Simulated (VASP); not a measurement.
# Si (Fd-3m) in VASP: a series of runs

The runs below take Si through single point, with r2SCAN.

All numbers are computed with VASP 6.6.1; they aren't measurements. Logs are shortened: lines on timing, memory, paths and dates and some standing lists are left out, and cuts for length are marked.

## Step 1: The cell of the first run

It takes space group Fd-3m (No. 227, cubic). The conventional cell has a = 5.230 Å, b = 5.230 Å, c = 5.230 Å, α = 90.00°, β = 90.00°, γ = 90.00°. Si (site symmetry -43m) has 4 Si at 2.26 Å within 3.0 Å.

## Step 2: Single point, r2SCAN

Contents of POSCAR:

```
Si
1.0
    0.0000000000      2.6149742659      2.6149742659
    2.6149742659      0.0000000000      2.6149742659
    2.6149742659      2.6149742659      0.0000000000
Si
2
Direct
    0.2500000000      0.2500000000      0.2500000000
    0.0000000000      0.0000000000      0.0000000000
```

Contents of INCAR.step1:

```
SYSTEM = Si
PREC = Accurate ; ENCUT = 520
ISMEAR = 0 ; SIGMA = 0.01
LREAL = .False. ; LASPH = .True.
NELM = 100 ; NBANDS = 11
GGA = PE ; ALGO = Normal
EDIFF = 1E-4 ; LWAVE = .True.
LCHARG = .False.
```

Contents of INCAR.step2:

```
SYSTEM = Si
PREC = Accurate ; ENCUT = 520
EDIFF = 1E-6 ; ISMEAR = 0
SIGMA = 0.01 ; LREAL = .False.
LASPH = .True. ; NELM = 100
ALGO = Normal ; ISIF = 2
LWAVE = .False. ; LCHARG = .False.
METAGGA = R2SCAN ; LMIXTAU = .True.
NBANDS = 11 ; ISTART = 1
```

Contents of KPOINTS:

```
Automatic mesh
0
Gamma
  8 8 8
  0 0 0
```

Potentials or basis: VASP PAW PBE potentials, release 64 (Si).

Launch:

```sh
$ cat potpaw_PBE.64/Si/POTCAR > POTCAR
$ cp INCAR.step1 INCAR
$ mpirun -np 1 vasp_std > vasp.out
$ cp INCAR.step2 INCAR
$ mpirun -np 1 vasp_std > vasp.out
```

OUTCAR:

```text
SYSTEM = Si
   PREC = Accurate
   ENCUT = 520
   EDIFF = 1E-6
   ISMEAR = 0
   LREAL = .False.
   LASPH = .True.
   NELM = 100
   ISIF = 2
   METAGGA = R2SCAN
   ISTART = 1

 ion  position               nearest neighbor table
   1  0.250  0.250  0.250-   2 2.26   2 2.26   2 2.26   2 2.26
   2  0.000  0.000  0.000-   1 2.26   1 2.26   1 2.26   1 2.26

  LATTYP: Found a face centered cubic cell.
 ALAT       =     5.2299485318

  Lattice vectors:

 A1 = (   0.0000000000,   2.6149742659,   2.6149742659)
 A2 = (   2.6149742659,   0.0000000000,   2.6149742659)
 A3 = (   2.6149742659,   2.6149742659,   0.0000000000)

Analysis of symmetry for initial positions (statically):
=====================================================================
 Subroutine PRICEL returns:
 Original cell was already a primitive cell.

 Routine SETGRP: Setting up the symmetry group for a
 face centered cubic supercell.

 Subroutine GETGRP returns: Found 48 space group operations
 (whereof 24 operations were pure point group operations)
 out of a pool of 48 trial point group operations.

The static configuration has the point symmetry T_d .
 The point group associated with its full space group is O_h .

Analysis of symmetry for dynamics (positions and initial velocities):
=====================================================================
 Subroutine PRICEL returns:
 Original cell was already a primitive cell.

 Routine SETGRP: Setting up the symmetry group for a
 face centered cubic supercell.

 Subroutine GETGRP returns: Found 48 space group operations
 (whereof 24 operations were pure point group operations)
 out of a pool of 48 trial point group operations.

The dynamic configuration has the point symmetry T_d .
 The point group associated with its full space group is O_h .

 Subroutine INISYM returns: Found 48 space group operations
 (whereof 24 operations are pure point group operations),
 and found     1 'primitive' translations

----------------------------------------------------------------------------------------

                                     Primitive cell

  volume of cell :      35.7629

  direct lattice vectors                    reciprocal lattice vectors
     0.000000000  2.614974266  2.614974266    -0.191206471  0.191206471  0.191206471
     2.614974266  0.000000000  2.614974266     0.191206471 -0.191206471  0.191206471
     2.614974266  2.614974266  0.000000000     0.191206471  0.191206471 -0.191206471

  length of vectors
     3.698132072  3.698132072  3.698132072     0.331179322  0.331179322  0.331179322

  position of ions in fractional coordinates (direct lattice)
     0.250000000  0.250000000  0.250000000
     0.000000000  0.000000000  0.000000000

  ion indices of the primitive-cell ions
   primitive index   ion index
                 1           1
                 2           2

----------------------------------------------------------------------------------------

 KPOINTS: Automatic mesh

Automatic generation of k-mesh.
 Grid dimensions read from file:
 generate k-points for:    8    8    8

 Generating k-lattice:

  Cartesian coordinates                     Fractional coordinates (reciprocal lattice)
    -0.023900809  0.023900809  0.023900809     0.125000000  0.000000000  0.000000000
     0.023900809 -0.023900809  0.023900809     0.000000000  0.125000000  0.000000000
     0.023900809  0.023900809 -0.023900809     0.000000000  0.000000000  0.125000000

  Length of vectors
     0.041397415  0.041397415  0.041397415

  Shift w.r.t. Gamma in fractional coordinates (k-lattice)
     0.000000000  0.000000000  0.000000000

 Subroutine IBZKPT returns following result:
 ===========================================

 Found     29 irreducible k-points:

 Following reciprocal coordinates:
            Coordinates               Weight
  0.000000  0.000000  0.000000      1.000000
  0.125000  0.000000  0.000000      8.000000
  0.250000  0.000000  0.000000      8.000000
  0.375000  0.000000  0.000000      8.000000
  0.500000  0.000000  0.000000      4.000000
  0.125000  0.125000  0.000000      6.000000
[... 16 lines left out ...]
  0.500000  0.250000  0.125000     48.000000
 -0.375000  0.250000  0.125000     24.000000
 [... further k-points ...]
   k-points           NKPTS =     29   k-points in BZ     NKDIM =     29   number of bands    NBANDS=     11
   number of dos      NEDOS =    301   number of ions     NIONS =      2
   total plane-waves  NPLWV =  21952
   dimension x,y,z NGX =    28 NGY =   28 NGZ =   28
   dimension x,y,z NGXF=    56 NGYF=   56 NGZF=   56
   ions per type =               2
   NGX,Y,Z   is equivalent  to a cutoff of  12.59, 12.59, 12.59 a.u.
   NGXF,Y,Z  is equivalent  to a cutoff of  25.17, 25.17, 25.17 a.u.
 SYSTEM =  Si
   PREC   = accura    normal or accurate (medium, high low for compatibility)
   ISTART =      1    job   : 0-new  1-cont  2-samecut
   ICHARG =      0    charge: 1-file 2-atom 10-const
[... 35 lines left out ...]
   LEPSILON=     F    determine dielectric tensor
   LRPA    =     F    only Hartree local field effects (RPA)
 non-spin polarized calculation
 Gauss-broadening in eV      SIGMA  =   0.01
  energy-cutoff  :      520.00
  volume of cell :       35.76
 maximum number of plane-waves:       982
   NGX = 13   NGY = 13   NGZ = 13

 number of electron       7.9999999 magnetization

 Free energy of the ion-electron system (eV)
  ---------------------------------------------------
  ext. energy  EPLUGINS =         0.00000000
  ---------------------------------------------------
  free energy    TOTEN  =       -17.36118191 eV

  energy without entropy =      -17.36118191  energy(sigma->0) =      -17.36118191

 E-fermi :   6.9984     XC(G=0): -10.3124

 val. band max:        6.9524697177   @ k =   0.0000   0.0000   0.0000
 cond. band min:       7.5699567594   @ k =   0.3750   0.3750   0.0000
 fundamental gap:      0.6174870417
 Fermi energy:         6.9983919121

 k-point     1 :       0.0000    0.0000    0.0000
  band No.  band energies     occupation
      1      -6.4211      2.00000
      2       6.9525      2.00000
      3       6.9525      2.00000
      4       6.9525      2.00000
      5       9.7535      0.00000
      6       9.7535      0.00000
      7       9.7535      0.00000
      8      12.3906      0.00000
      9      15.1191      0.00000
     10      15.1191      0.00000
     11      16.2075      0.00000

 k-point     2 :       0.1250    0.0000    0.0000
  band No.  band energies     occupation
      1      -6.1848      2.00000
      2       5.2459      2.00000
      3       6.6117      2.00000
      4       6.6117      2.00000
      5      10.0133      0.00000
      6      10.2539      0.00000
      7      10.2539      0.00000
      8      13.4911      0.00000
      9      14.5952      0.00000
     10      14.5952      0.00000
     11      17.0528      0.00000

 k-point     3 :       0.2500    0.0000    0.0000
  band No.  band energies     occupation
      1      -5.4931      2.00000
      2       2.6307      2.00000
      3       6.0699      2.00000
      4       6.0699      2.00000
      5       9.7169      0.00000
      6      10.7945      0.00000
      7      10.7945      0.00000
      8      14.6199      0.00000
      9      14.6199      0.00000
     10      15.5207      0.00000
     11      17.1906      0.00000

 k-point     4 :       0.3750    0.0000    0.0000
  band No.  band energies     occupation
      1      -4.4404      2.00000
      2       0.3084      2.00000
      3       5.7003      2.00000
      4       5.7003      2.00000
      5       9.3926      0.00000
      6      10.6237      0.00000
      7      10.6237      0.00000
      8      15.7155      0.00000
      9      16.3032      0.00000
     10      16.3032      0.00000
     11      18.6077      0.00000
[... 239 lines left out ...]
 k-point    22 :       0.3750    0.2500    0.1250
  band No.  band energies     occupation
      1      -4.8787      2.00000
      2       2.3767      2.00000
      3       3.7812      2.00000
      4       5.3073      2.00000
      5       9.6756      0.00000
      6      11.3194      0.00000
      7      11.7020      0.00000
      8      13.1983      0.00000
      9      15.6932      0.00000
     10      18.9469      0.00000
     11      19.6145      0.00000

 k-point    23 :       0.5000    0.2500    0.1250
  band No.  band energies     occupation
      1      -3.8336      2.00000
      2       0.5505      2.00000
      3       3.1424      2.00000
      4       4.6950      2.00000
      5      10.1405      0.00000
      6      10.9592      0.00000
      7      12.5933      0.00000
      8      13.6807      0.00000
      9      17.0974      0.00000
     10      18.0117      0.00000
     11      20.3091      0.00000

 k-point    24 :      -0.3750    0.2500    0.1250
  band No.  band energies     occupation
      1      -3.0365      2.00000
      2      -0.5973      2.00000
      3       3.0295      2.00000
      4       4.4115      2.00000
      5      10.2690      0.00000
      6      10.5682      0.00000
      7      13.6122      0.00000
      8      14.9473      0.00000
      9      15.3971      0.00000
     10      18.6433      0.00000
     11      20.3373      0.00000

 [... further k-points ...]
[... 5 lines left out ...]
  --------------------------------------------------------------------------------------
  -------------------------------------------------------------------------------------
  Total        3.2847396      3.2847396      3.2847396     -0.0000000      0.0000000      0.0000000
  in kB      147.1564392    147.1564392    147.1564392     -0.0000000      0.0000000      0.0000000
  external PRESSURE =     147.1564392 kB  Pullay stress =       0.0000000 kB

 VOLUME and BASIS-vectors are now :
 -----------------------------------------------------------------------------
  energy-cutoff  :      520.00
  volume of cell :       35.76
      direct lattice vectors                 reciprocal lattice vectors
     0.000000000  2.614974266  2.614974266    -0.191206471  0.191206471  0.191206471
     2.614974266  0.000000000  2.614974266     0.191206471 -0.191206471  0.191206471
     2.614974266  2.614974266  0.000000000     0.191206471  0.191206471 -0.191206471

 POSITION                                       TOTAL-FORCE (eV/Angst)
 -----------------------------------------------------------------------------------
      1.30749      1.30749      1.30749        -0.000000     -0.000000     -0.000000
      0.00000      0.00000      0.00000         0.000000      0.000000      0.000000
 -----------------------------------------------------------------------------------
    total drift:                                0.000000      0.000000      0.000000

  FREE ENERGIE OF THE ION-ELECTRON SYSTEM (eV)
  ---------------------------------------------------
  free  energy   TOTEN  =       -17.3611819090 eV

  energy  without entropy=      -17.3611819090  energy(sigma->0) =      -17.36118191
```

Run time: 37 s. Hardware: 1 thread of Intel Xeon Platinum 8488C (Sapphire Rapids), shared host; peak memory 0.15 GiB.

Results:

- Free energy: -17.3612 eV
- Pressure: 14.7 GPa
- Band gap on the k mesh: 0.62 eV, indirect (least direct gap 2.80 eV)

Caveat: the PAW data sets were made with another functional, which shifts forces and pressure a little. r2SCAN opens gaps a little over a GGA but as a rule still falls short of measured ones.

## Step 3: Single point, r2SCAN

This run uses another cell than the first one, of 18.50 Å³/atom, 1.035 times its volume.

Contents of POSCAR:

```
Si
1.0
    0.0000000000      2.6448092547      2.6448092547
    2.6448092547      0.0000000000      2.6448092547
    2.6448092547      2.6448092547      0.0000000000
Si
2
Direct
    0.2500000000      0.2500000000      0.2500000000
    0.0000000000      0.0000000000      0.0000000000
```

Contents of INCAR.step1:

```
SYSTEM = Si
PREC = Accurate
ENCUT = 520
ISMEAR = 0
SIGMA = 0.01
LREAL = .FALSE.
LASPH = .TRUE.
NELM = 100
NBANDS = 11
GGA = PE
ALGO = Normal
EDIFF = 1E-4
LWAVE = .TRUE.
LCHARG = .FALSE.
```

Contents of INCAR.step2:

```
SYSTEM = Si
PREC = Accurate
ENCUT = 520
EDIFF = 1E-6
ISMEAR = 0
SIGMA = 0.01
LREAL = .FALSE.
LASPH = .TRUE.
NELM = 100
ALGO = Normal
ISIF = 2
LWAVE = .FALSE.
LCHARG = .TRUE.
METAGGA = R2SCAN
LMIXTAU = .TRUE.
LELF = .TRUE.
LVHAR = .TRUE.
NBANDS = 11
ISTART = 1
```

Contents of KPOINTS:

```
Automatic mesh
0
G
  8 8 8
  0 0 0
```

Potentials or basis: VASP PAW PBE potentials, release 64 (Si).

Launch:

```sh
$ cat potpaw_PBE.64/Si/POTCAR > POTCAR
$ cp INCAR.step1 INCAR
$ mpirun -np 1 vasp_std > vasp.out
$ cp INCAR.step2 INCAR
$ mpirun -np 1 vasp_std > vasp.out
```

It took 35 s on 1 thread of Intel Xeon Platinum 8488C (Sapphire Rapids), shared host; peak memory 0.15 GiB.

Results (log left out):

* Free energy: -17.4552 eV
* Pressure: 9.8 GPa
* Band gap on the k mesh: 0.68 eV, indirect (least direct gap 2.79 eV)

Levels at points of the mesh, in eV from the valence-band top:
```csv
k point,band 2,band 3,band 4,band 5,band 6,band 7
"(0.00, 0.00, 0.00)",0.00,0.00,0.00,2.79,2.79,2.79
"(0.50, 0.00, 0.00)",-7.67,-1.35,-1.35,2.19,3.54,3.54
"(0.50, 0.50, 0.00)",-8.44,-3.24,-3.24,0.76,0.76,11.62
```

Caveat: the PAW data sets were made with another functional, which shifts forces and pressure a little.

## Step 4: Single point, r2SCAN

This run uses another cell than the first one, of 18.94 Å³/atom, 1.059 times its volume.

Contents of POSCAR:

```
Si
1.0
    0.0000000000      2.6653940372      2.6653940372
    2.6653940372      0.0000000000      2.6653940372
    2.6653940372      2.6653940372      0.0000000000
Si
2
Direct
    0.2500000000      0.2500000000      0.2500000000
    0.0000000000      0.0000000000      0.0000000000
```

Contents of INCAR.step1:

```
PREC     = Accurate       # precision mode
ENCUT    = 520            # plane-wave cutoff, eV
ISMEAR   = 0              # smearing method
SIGMA    = 0.01           # smearing width, eV
LREAL    = F              # projectors in reciprocal space
LASPH    = T              # aspherical terms in the spheres
NELM     = 100            # most SCF steps
NBANDS   = 11             # bands
GGA      = PE             # functional
ALGO     = Normal         # electronic algorithm
EDIFF    = 1E-4           # SCF threshold, eV
LWAVE    = T              # write WAVECAR
LCHARG   = F              # write CHGCAR
```

Contents of INCAR.step2:

```
PREC     = Accurate       # precision mode
ENCUT    = 520            # plane-wave cutoff, eV
EDIFF    = 1E-6           # SCF threshold, eV
ISMEAR   = 0              # smearing method
SIGMA    = 0.01           # smearing width, eV
LREAL    = F              # projectors in reciprocal space
LASPH    = T              # aspherical terms in the spheres
NELM     = 100            # most SCF steps
ALGO     = Normal         # electronic algorithm
ISIF     = 2              # what is computed and relaxed
LWAVE    = F              # write WAVECAR
LCHARG   = F              # write CHGCAR
METAGGA  = R2SCAN         # meta-GGA
LMIXTAU  = T            
NBANDS   = 11             # bands
ISTART   = 1
```

Contents of KPOINTS:

```
Automatic mesh
0
Gamma
  8 8 8
```

Launch:

```sh
$ cat potpaw_PBE.64/Si/POTCAR > POTCAR
$ cp INCAR.step1 INCAR
$ mpirun -np 1 vasp_std > vasp.out
$ cp INCAR.step2 INCAR
$ mpirun -np 1 vasp_std > vasp.out
```

Run time: 34 s. Hardware: 1 thread of Intel Xeon Platinum 8488C (Sapphire Rapids), shared host; peak memory 0.15 GiB.

It converged, with:

```yaml
Free_energy: -17.4999 eV
Pressure: 6.7 GPa
Band_gap_on_the_k_mesh: 0.72 eV, indirect (least direct gap 2.78 eV)
```

Levels at points of the mesh, in eV from the valence-band top:
| k point | band 1 | band 2 | band 3 | band 4 | band 5 | band 6 | band 7 | band 8 | band 9 |
| --- | --- | --- | --- | --- | --- | --- | --- | --- | --- |
| (0.00, 0.00, 0.00) | -12.93 | 0.00 | 0.00 | 0.00 | 2.78 | 2.78 | 2.78 | 4.69 | 8.15 |
| (0.50, 0.00, 0.00) | -10.33 | -7.55 | -1.32 | -1.32 | 2.10 | 3.56 | 3.56 | 8.44 | 11.31 |
| (0.50, 0.50, 0.00) | -8.35 | -8.35 | -3.17 | -3.17 | 0.81 | 0.81 | 11.40 | 11.40 | 11.81 |

Caveat: the PAW data sets were made with another functional, which shifts forces and pressure a little.

## Step 5: Single point, r2SCAN

This run uses another cell than the first one, of 19.41 Å³/atom, 1.086 times its volume.

Contents of POSCAR:

```
Si
1.0
    0.0000000000      2.6875931409      2.6875931409
    2.6875931409      0.0000000000      2.6875931409
    2.6875931409      2.6875931409      0.0000000000
Si
2
Direct
    0.2500000000      0.2500000000      0.2500000000
    0.0000000000      0.0000000000      0.0000000000
```

Contents of INCAR.step1:

```
SYSTEM = Si
  PREC = Accurate
  ENCUT = 520
  ISMEAR = 0
  SIGMA = 0.01
  LREAL = .False.
  LASPH = .True.
  NELM = 80
  NBANDS = 11
  GGA = PE
  ALGO = Normal
  EDIFF = 1E-4
  LWAVE = .True.
  LCHARG = .False.
```

Contents of INCAR.step2:

```
SYSTEM = Si
  PREC = Accurate
  ENCUT = 520
  EDIFF = 1E-6
  ISMEAR = 0
  SIGMA = 0.01
  LREAL = .False.
  LASPH = .True.
  NELM = 80
  ALGO = Normal
  ISIF = 2
  LWAVE = .False.
  LCHARG = .False.
  METAGGA = R2SCAN
  LMIXTAU = .True.
  NBANDS = 11
  ISTART = 1
```

Contents of KPOINTS:

```
regular mesh
0
Gamma
  8 8 8
  0 0 0
```

Launch:

```sh
$ cat potpaw_PBE.64/Si/POTCAR > POTCAR
$ cp INCAR.step1 INCAR
$ mpirun -np 1 vasp_std > vasp.out
$ cp INCAR.step2 INCAR
$ mpirun -np 1 vasp_std > vasp.out
```

It took 33 s on 1 thread of Intel Xeon Platinum 8488C (Sapphire Rapids), shared host; peak memory 0.15 GiB.

The run converged. Its results:

| Item | Value |
| --- | --- |
| Free energy | -17.5310 eV |
| Pressure | 3.8 GPa |
| Band gap on the k mesh | 0.76 eV, indirect (least direct gap 2.77 eV) |

Levels at points of the mesh, in eV from the valence-band top:
| k point | band 1 | band 2 | band 3 | band 4 | band 5 | band 6 | band 7 | band 8 | band 9 |
| --- | --- | --- | --- | --- | --- | --- | --- | --- | --- |
| (0.00, 0.00, 0.00) | -12.75 | 0.00 | 0.00 | 0.00 | 2.77 | 2.77 | 2.77 | 4.38 | 8.14 |
| (0.50, 0.00, 0.00) | -10.21 | -7.42 | -1.30 | -1.30 | 2.00 | 3.57 | 3.57 | 8.39 | 11.25 |
| (0.50, 0.50, 0.00) | -8.26 | -8.26 | -3.10 | -3.10 | 0.86 | 0.86 | 11.17 | 11.17 | 11.72 |

Caveat: the PAW data sets were made with another functional, which shifts forces and pressure a little. r2SCAN opens gaps a little over a GGA but as a rule still falls short of measured ones.

## Step 6: Summary

| cell | gap on the mesh (eV) | pressure (GPa) |
| --- | --- | --- |
| a = 3.698 Å, angles 60.0°, 2 atoms | 0.62 | 14.7 |
| a = 3.740 Å, angles 60.0°, 2 atoms | 0.68 | 9.8 |
| a = 3.769 Å, angles 60.0°, 2 atoms | 0.72 | 6.7 |
| a = 3.801 Å, angles 60.0°, 2 atoms | 0.76 | 3.8 |

Alike in all rows: task single point; level r2SCAN; potentials or basis VASP PAW PBE potentials, release 64 (Si); no spin polarisation; k mesh 8 × 8 × 8; cutoff (eV) 520; smearing gaussian 0.01 eV.

Caveats: the PAW data sets were made with another functional, which shifts forces and pressure a little.

Total energies depend on the potentials used, so only differences within one code and one set of settings carry meaning.
